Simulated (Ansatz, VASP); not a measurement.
# Ge in VASP and in Ansatz

```
CELL_PARAMETERS angstrom
0.00000 3.07303 2.39696
3.07303 0.00000 2.39696
3.07303 3.07303 0.00000
ATOMIC_POSITIONS crystal
Ge 0.50000 0.50000 0.50000
Ge 0.75000 0.75000 0.75000
```

Alike in both runs: task single point; functional r2SCAN; k mesh 12 × 12 × 12; occupations gaussian, width 0.05 eV; no spin polarisation.

|  | VASP | Ansatz |
| --- | --- | --- |
| version | VASP 6.6.1 | Ansatz 0.2.0 |
| potentials or method | VASP PAW PBE potentials, release 64 (Ge_d), cutoff 520 eV | scalar-relativistic, plane waves, PAW |
| valence electrons in the cell | 28 | 28 |

```tsv
	VASP	Ansatz	Ansatz less VASP
gap on the k mesh at the Fermi level (eV)	none	none	-
pressure (GPa)	-0.4	-0.4	+0.03
traceless stress, the component that is largest in VASP (GPa)	6.61	6.67	+0.060
```

VASP's potentials were made for PBE, not for r2SCAN. A gap of «none» marks a metal or a gap that the smearing closes.
